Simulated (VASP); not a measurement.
# W (I4/mmm) in VASP: notebook

W is run at these levels: PBE; tasks: single point.

Program: VASP 6.6.1. These are calculated values, not measurements. Logs are shortened: lines on timing, memory, paths and dates and some standing lists are left out, and cuts for length are marked.

**1. The cell of the first run**

It takes space group I4/mmm (No. 139, tetragonal). The conventional cell has a = 3.274 Å, b = 3.274 Å, c = 3.195 Å, α = 90.00°, β = 90.00°, γ = 90.00°. W (site symmetry 4/mmm) has 14 W at 2.81 to 3.27 Å within 3.7 Å.

**2. Single point, PBE (strain +0.025 along x and y, +0.000 along z)**

INCAR

```
SYSTEM = W
  PREC = Accurate
  ENCUT = 520
  EDIFF = 1E-7
  ISMEAR = -1
  SIGMA = 0.4
  LREAL = .FALSE.
  LASPH = .TRUE.
  NELM = 60
  ALGO = Fast
  ISIF = 2
  LWAVE = .FALSE.
  LCHARG = .FALSE.
  GGA = PE
  NBANDS = 13
```

KPOINTS

```
Automatic mesh
0
G
  20 20 20
  0 0 0
```

POSCAR

```
W
1.0
   -1.6372325000      1.6372325000      1.5973000000
    1.6372325000     -1.6372325000      1.5973000000
    1.6372325000      1.6372325000     -1.5973000000
W
1
Direct
    0.0000000000      0.0000000000      0.0000000000
```

Potentials or basis: VASP PAW PBE potentials, release 64 (W_sv).

Run with:

```bash
$ cat potpaw_PBE.64/W_sv/POTCAR > POTCAR
$ mpirun -np 1 vasp_std > vasp.out
```

OUTCAR:

```text
SYSTEM = W
   PREC = Accurate
   ENCUT = 520
   EDIFF = 1E-7
   ISMEAR = -1
   LREAL = .FALSE.
   LASPH = .TRUE.
   NELM = 60
   ISIF = 2
   GGA = PE

 ion  position               nearest neighbor table
   1  0.000  0.000  0.000-

  LATTYP: Found a body centered tetragonal cell.
 ALAT       =     3.2744650000
 C/A-ratio  =     0.9756097561

  Lattice vectors:

 A1 = (  -1.6372325000,   1.6372325000,   1.5973000000)
 A2 = (   1.6372325000,  -1.6372325000,   1.5973000000)
 A3 = (   1.6372325000,   1.6372325000,  -1.5973000000)

Analysis of symmetry for initial positions (statically):
=====================================================================
 Subroutine PRICEL returns:
 Original cell was already a primitive cell.

 Routine SETGRP: Setting up the symmetry group for a
 body centered tetragonal supercell.

 Subroutine GETGRP returns: Found 16 space group operations
 (whereof 16 operations were pure point group operations)
 out of a pool of 16 trial point group operations.

The static configuration has the point symmetry D_4h.

Analysis of symmetry for dynamics (positions and initial velocities):
=====================================================================
 Subroutine PRICEL returns:
 Original cell was already a primitive cell.

 Routine SETGRP: Setting up the symmetry group for a
 body centered tetragonal supercell.

 Subroutine GETGRP returns: Found 16 space group operations
 (whereof 16 operations were pure point group operations)
 out of a pool of 16 trial point group operations.

The dynamic configuration has the point symmetry D_4h.

 Subroutine INISYM returns: Found 16 space group operations
 (whereof 16 operations are pure point group operations),
 and found     1 'primitive' translations

----------------------------------------------------------------------------------------

                                     Primitive cell

  volume of cell :      17.1264

  direct lattice vectors                    reciprocal lattice vectors
    -1.637232500  1.637232500  1.597300000     0.000000000  0.305393400  0.313028235
     1.637232500 -1.637232500  1.597300000     0.305393400  0.000000000  0.313028235
     1.637232500  1.637232500 -1.597300000     0.305393400  0.305393400  0.000000000

  length of vectors
     2.812903804  2.812903804  2.812903804     0.437323456  0.437323456  0.431891488

  position of ions in fractional coordinates (direct lattice)
     0.000000000  0.000000000  0.000000000
[... 83 lines left out ...]
   ISYM   =      2    0-nonsym 1-usesym 2-fastsym
   POTIM  = 0.5000    time-step for ionic-motion
   TEBEG  =    0.0;   TEEND  =   0.0 temperature during run
   PSTRESS=    0.0 pullay stress
   NELECT =      14.0000    total number of electrons
   NUPDOWN=      -1.0000    fix difference up-down
   EMIN   =  10.00;   EMAX   =-10.00  energy-range for DOS
   EFERMI =   0.00;   METHOD = LEGACY
   ISMEAR =    -1;   SIGMA  =   0.40  broadening in eV -4-tet -1-fermi 0-gaus
   EFERMI_NEDOS =   21; number of points for ismear=-14 and -15
   IALGO  =     68    algorithm
   IMIX   =      4    mixing-type and parameters
     AMIX     =   0.40;   BMIX     =  1.00
     AMIX_MAG =   1.60;   BMIX_MAG =  1.00
  volume/ion in A,a.u.               =      17.13       115.57
  Fermi-wavevector in a.u.,A,eV,Ry     =   1.530718  2.892637 31.879767  2.343097
  Thomas-Fermi vector in A             =   2.638162
   LORBIT       =      0    0 simple, 1 ext, 2 COOP (PROOUT), +10 PAW based schemes
   GGA     = PE    functional components
   LHFCALC =     F    Hartree Fock is set to
   AEXX    =    0.0000 exact exchange contribution
   IVDW    =     0    specifies the selected vdW correction
   LEPSILON=     F    determine dielectric tensor
   LRPA    =     F    only Hartree local field effects (RPA)
 non-spin polarized calculation
 RMM-DIIS sequential band-by-band and
  energy-cutoff  :      520.00
  volume of cell :       17.13
 maximum number of plane-waves:       482
 NGX is ok and might be reduce to    24
   NGX = 11   NGY = 11   NGZ = 11

 number of electron      13.9999999 magnetization

 Free energy of the ion-electron system (eV)
  ---------------------------------------------------
  ext. energy  EPLUGINS =         0.00000000
  ---------------------------------------------------
  free energy    TOTEN  =       -13.04889883 eV

  energy without entropy =      -12.70201410  energy(sigma->0) =      -12.87545647

 E-fermi :  10.2700     XC(G=0): -13.2028

 val. band max:       10.2674640027   @ k =   0.5000   0.5000   0.0500
 cond. band min:      10.2829263547   @ k =  -0.1500   0.2500   0.1500
 fundamental gap:      0.0154623520
 Fermi energy:        10.2699832552

 k-point     1 :       0.0000    0.0000    0.0000
  band No.  band energies     occupation
      1     -63.8921      2.00000
      2     -27.5635      2.00000
      3     -27.5635      2.00000
      4     -27.5507      2.00000
      5       1.1524      2.00000
      6       9.0695      1.90525
      7       9.3719      1.80847
      8       9.3719      1.80847
      9      12.2465      0.01419
     10      12.6446      0.00527
     11      24.5412      0.00000
     12      24.5412      0.00000
     13      25.0001      0.00000
[... 354 lines left out ...]
  band No.  band energies     occupation
      1     -63.8219      2.00000
      2     -28.2919      2.00000
      3     -27.8117      2.00000
      4     -27.5738      2.00000
      5       4.3328      2.00000
      6       7.5686      1.99767
      7       8.7717      1.95386
      8      12.1958      0.01609
      9      12.8505      0.00315
     10      13.3952      0.00081
     11      23.1704      0.00000
     12      24.2310      0.00000
     13      29.5464      0.00000

 [... further k-points ...]

------------------------ aborting loop because EDIFF is reached ----------------------------------------

  FORCE on cell =-STRESS in cart. coord.  units (eV):
  Direction    XX          YY          ZZ          XY          YZ          ZX
  --------------------------------------------------------------------------------------
  -------------------------------------------------------------------------------------
  Total       -1.6921985     -1.6921985     -1.0946627      0.0000000      0.0000000      0.0000000
  in kB     -158.3050243   -158.3050243   -102.4055968      0.0000000      0.0000000      0.0000000
  external PRESSURE =    -139.6718818 kB  Pullay stress =       0.0000000 kB

 VOLUME and BASIS-vectors are now :
 -----------------------------------------------------------------------------
  energy-cutoff  :      520.00
  volume of cell :       17.13
      direct lattice vectors                 reciprocal lattice vectors
    -1.637232500  1.637232500  1.597300000     0.000000000  0.305393400  0.313028235
     1.637232500 -1.637232500  1.597300000     0.305393400  0.000000000  0.313028235
     1.637232500  1.637232500 -1.597300000     0.305393400  0.305393400  0.000000000

 POSITION                                       TOTAL-FORCE (eV/Angst)
 -----------------------------------------------------------------------------------
      0.00000      0.00000      0.00000        -0.000000     -0.000000      0.000000
 -----------------------------------------------------------------------------------
    total drift:                               -0.000000      0.000000     -0.000000

  FREE ENERGIE OF THE ION-ELECTRON SYSTEM (eV)
  ---------------------------------------------------
  free  energy   TOTEN  =       -13.0488988342 eV

  energy  without entropy=      -12.7020141026  energy(sigma->0) =      -12.87545647
```

OSZICAR:

```text
N       E                     dE             d eps       ncg     rms          rms(c)
DAV:   1     0.854774742494E+02    0.85477E+02   -0.74733E+03 16727   0.121E+03
DAV:   2    -0.119961931813E+02   -0.97474E+02   -0.93587E+02 18801   0.315E+02
DAV:   3    -0.137035386827E+02   -0.17073E+01   -0.17000E+01 18326   0.404E+01
DAV:   4    -0.137110791039E+02   -0.75404E-02   -0.75402E-02 18341   0.298E+00
DAV:   5    -0.137111478014E+02   -0.68698E-04   -0.68698E-04 18611   0.269E-01    0.180E+01
RMM:   6    -0.131768796742E+02    0.53427E+00   -0.46401E-01 18043   0.626E+00    0.708E+00
RMM:   7    -0.130516628293E+02    0.12522E+00   -0.31183E-01 18095   0.511E+00    0.968E-01
RMM:   8    -0.130491939964E+02    0.24688E-02   -0.12553E-02 20647   0.118E+00    0.261E-01
RMM:   9    -0.130489159377E+02    0.27806E-03   -0.18878E-03 19963   0.505E-01    0.259E-02
RMM:  10    -0.130489076967E+02    0.82410E-05   -0.30318E-04 20618   0.203E-01    0.108E-02
RMM:  11    -0.130488982672E+02    0.94295E-05   -0.25253E-05 21594   0.639E-02    0.181E-03
RMM:  12    -0.130488988485E+02   -0.58137E-06   -0.53208E-06 21660   0.296E-02    0.127E-03
RMM:  13    -0.130488986925E+02    0.15601E-06   -0.87172E-07 19460   0.122E-02    0.721E-04
RMM:  14    -0.130488988487E+02   -0.15620E-06   -0.26116E-07 15928   0.608E-03    0.392E-04
RMM:  15    -0.130488988342E+02    0.14547E-07   -0.38511E-08 11052   0.240E-03
   1 F= -.13048899E+02 E0= -.12875456E+02  d E =-.346885E+00
```

stdout:

```text
POSCAR found type information on POSCAR W
 POSCAR found :  1 types and       1 ions
 scaLAPACK will be used
 LDA part: xc-table for (Slater+PW92), standard interpolation
 POSCAR, INCAR and KPOINTS ok, starting setup
 FFT: planning ... GRIDC
 FFT: planning ... GRID_SOFT
 FFT: planning ... GRID
 WAVECAR not read
 entering main loop
WARNING in EDDRMM: call to ZHEGV failed, returncode =   8  4     13
WARNING in EDDRMM: call to ZHEGV failed, returncode =   6  3     12
WARNING in EDDRMM: call to ZHEGV failed, returncode =   6  3     11
```

It took 74 s on 1 thread of Intel Xeon Platinum 8559C (Emerald Rapids), shared host; peak memory 0.25 GiB.

What came out:

```yaml
Free_energy: -13.0489 eV
Pressure: -14.0 GPa
Band_gap_on_the_k_mesh: zero (bands 7 and 8 overlap by 5.65 eV)
```

Levels at points of the mesh, in eV from the Fermi level:
```tsv
k point	band 3	band 4	band 5	band 6	band 7	band 8	band 9	band 10	band 11	band 12
(0.00, 0.00, 0.00)	-37.83	-37.82	-9.12	-1.20	-0.90	-0.90	1.98	2.37	14.27	14.27
(0.50, 0.00, 0.00)	-38.17	-37.84	-5.69	-3.21	0.60	2.12	3.04	5.61	10.04	11.32
(0.50, 0.50, 0.00)	-38.14	-37.82	-5.71	-2.90	0.42	1.77	2.79	5.55	9.86	11.46
(0.50, 0.50, 0.50)	-38.55	-38.49	-5.18	-5.11	4.71	4.71	4.80	7.52	7.52	8.19
```

Caveat: the cell differs from its parent crystal (strain +0.025 along x and y, +0.000 along z); the cell stands under tension; so wide a smearing shifts energies and pressures; spin-orbit coupling is left out, which moves the levels of the heavy elements.

**3. Single point, PBE (strain +0.050 along x and y, +0.000 along z)**

INCAR

```
  ALGO = Fast
  EDIFF = 1E-6
  ENCUT = 520
  GGA = PE
  ISIF = 2
  ISMEAR = -1
  LASPH = T
  LCHARG = T
  LELF = T
  LREAL = F
  LVHAR = T
  LWAVE = F
  NBANDS = 13
  NELM = 100
  PREC = Accurate
  SIGMA = 0.4
```

KPOINTS

```
k-points
0
Gamma
  20 20 20
```

POSCAR

```
W
1.0
   -1.6771650000      1.6771650000      1.5973000000
    1.6771650000     -1.6771650000      1.5973000000
    1.6771650000      1.6771650000     -1.5973000000
W
1
Direct
    0.0000000000      0.0000000000      0.0000000000
```

Potentials or basis: VASP PAW PBE potentials, release 64 (W_sv).

Run with:

```bash
$ cat potpaw_PBE.64/W_sv/POTCAR > POTCAR
$ mpirun -np 1 vasp_std > vasp.out
```

OUTCAR:

```text
EDIFF = 1E-6
   ENCUT = 520
   GGA = PE
   ISIF = 2
   ISMEAR = -1
   LASPH = T
   LREAL = F
   NELM = 100
   PREC = Accurate

 ion  position               nearest neighbor table
   1  0.000  0.000  0.000-

  LATTYP: Found a body centered tetragonal cell.
 ALAT       =     3.3543300000
 C/A-ratio  =     0.9523809524

  Lattice vectors:

 A1 = (  -1.6771650000,   1.6771650000,   1.5973000000)
 A2 = (   1.6771650000,  -1.6771650000,   1.5973000000)
 A3 = (   1.6771650000,   1.6771650000,  -1.5973000000)

Analysis of symmetry for initial positions (statically):
=====================================================================
 Subroutine PRICEL returns:
 Original cell was already a primitive cell.

 Routine SETGRP: Setting up the symmetry group for a
 body centered tetragonal supercell.

 Subroutine GETGRP returns: Found 16 space group operations
 (whereof 16 operations were pure point group operations)
 out of a pool of 16 trial point group operations.

The static configuration has the point symmetry D_4h.

Analysis of symmetry for dynamics (positions and initial velocities):
=====================================================================
 Subroutine PRICEL returns:
 Original cell was already a primitive cell.

 Routine SETGRP: Setting up the symmetry group for a
 body centered tetragonal supercell.

 Subroutine GETGRP returns: Found 16 space group operations
 (whereof 16 operations were pure point group operations)
 out of a pool of 16 trial point group operations.

The dynamic configuration has the point symmetry D_4h.

 Subroutine INISYM returns: Found 16 space group operations
 (whereof 16 operations are pure point group operations),
 and found     1 'primitive' translations

----------------------------------------------------------------------------------------

                                     Primitive cell

  volume of cell :      17.9721

  direct lattice vectors                    reciprocal lattice vectors
[... 113 lines left out ...]
   IVDW    =     0    specifies the selected vdW correction
   LEPSILON=     F    determine dielectric tensor
   LRPA    =     F    only Hartree local field effects (RPA)
 non-spin polarized calculation
 RMM-DIIS sequential band-by-band and
  energy-cutoff  :      520.00
  volume of cell :       17.97
 maximum number of plane-waves:       498
 NGX is ok and might be reduce to    24
   NGX = 11   NGY = 11   NGZ = 11

 number of electron      13.9999999 magnetization

 Free energy of the ion-electron system (eV)
  ---------------------------------------------------
  ext. energy  EPLUGINS =         0.00000000
  ---------------------------------------------------
  free energy    TOTEN  =       -12.93543482 eV

  energy without entropy =      -12.55362949  energy(sigma->0) =      -12.74453215

 E-fermi :   9.6205     XC(G=0): -12.9374

 val. band max:        9.6177881744   @ k =  -0.2500  -0.3000   0.2000
 cond. band min:       9.6288800930   @ k =   0.5000   0.5000   0.2000
 fundamental gap:      0.0110919186
 Fermi energy:         9.6205462167

 k-point     1 :       0.0000    0.0000    0.0000
  band No.  band energies     occupation
      1     -64.6022      2.00000
      2     -28.3285      2.00000
      3     -28.3285      2.00000
      4     -28.3005      2.00000
      5       0.7819      2.00000
      6       8.3313      1.92339
      7       8.9021      1.71536
      8       8.9021      1.71536
      9      11.3024      0.02942
     10      12.0400      0.00471
     11      23.6499      0.00000
     12      23.6499      0.00000
     13      24.5402      0.00000
[... 354 lines left out ...]
  band No.  band energies     occupation
      1     -64.5456      2.00000
      2     -28.9351      2.00000
      3     -28.5431      2.00000
      4     -28.3334      2.00000
      5       3.9071      2.00000
      6       7.0343      1.99689
      7       8.2074      1.94321
      8      11.5448      0.01615
      9      12.0232      0.00491
     10      12.5533      0.00131
     11      22.0206      0.00000
     12      23.3542      0.00000
     13      27.8680      0.00000

 [... further k-points ...]

------------------------ aborting loop because EDIFF is reached ----------------------------------------

  FORCE on cell =-STRESS in cart. coord.  units (eV):
  Direction    XX          YY          ZZ          XY          YZ          ZX
  --------------------------------------------------------------------------------------
  -------------------------------------------------------------------------------------
  Total       -2.9942027     -2.9942027     -1.9402185      0.0000000      0.0000000      0.0000000
  in kB     -266.9277433   -266.9277433   -172.9669646      0.0000000      0.0000000      0.0000000
  external PRESSURE =    -235.6074838 kB  Pullay stress =       0.0000000 kB

 VOLUME and BASIS-vectors are now :
 -----------------------------------------------------------------------------
  energy-cutoff  :      520.00
  volume of cell :       17.97
      direct lattice vectors                 reciprocal lattice vectors
    -1.677165000  1.677165000  1.597300000     0.000000000  0.298122129  0.313028235
     1.677165000 -1.677165000  1.597300000     0.298122129  0.000000000  0.313028235
     1.677165000  1.677165000 -1.597300000     0.298122129  0.298122129  0.000000000

 POSITION                                       TOTAL-FORCE (eV/Angst)
 -----------------------------------------------------------------------------------
      0.00000      0.00000      0.00000         0.000000     -0.000000     -0.000000
 -----------------------------------------------------------------------------------
    total drift:                                0.000000      0.000000      0.000000

  FREE ENERGIE OF THE ION-ELECTRON SYSTEM (eV)
  ---------------------------------------------------
  free  energy   TOTEN  =       -12.9354348164 eV

  energy  without entropy=      -12.5536294928  energy(sigma->0) =      -12.74453215
```

Run time: 61 s. Hardware: 1 thread of Intel Xeon Platinum 8559C (Emerald Rapids), shared host; peak memory 0.25 GiB.

Results:

- Free energy: -12.9354 eV
- Pressure: -23.6 GPa
- Band gap on the k mesh: zero (bands 7 and 8 overlap by 5.27 eV)

Stress tensor (GPa, compression positive):
```
-26.69   0.00   0.00
  0.00 -26.69   0.00
  0.00   0.00 -17.30
```

Levels at points of the mesh, in eV from the Fermi level:
```
           k point  band 3  band 4  band 5  band 6  band 7  band 8  band 9  band 10  band 11  band 12
(0.00, 0.00, 0.00)  -37.95  -37.92   -8.84   -1.29   -0.72   -0.72    1.68     2.42    14.03    14.03
(0.50, 0.00, 0.00)  -38.24  -37.95   -5.39   -3.08    0.55    1.99    3.04     5.23     9.41    11.14
(0.50, 0.50, 0.00)  -38.18  -37.93   -5.44   -2.50    0.21    1.43    2.51     5.14     9.07    11.47
(0.50, 0.50, 0.50)  -38.58  -38.47   -4.85   -4.74    4.38    4.38    4.55     6.99     6.99     8.29
```

Caveat: the cell differs from its parent crystal (strain +0.050 along x and y, +0.000 along z); the cell stands under tension; so wide a smearing shifts energies and pressures; spin-orbit coupling is left out, which moves the levels of the heavy elements.

(Continued in part 2 of 2.)
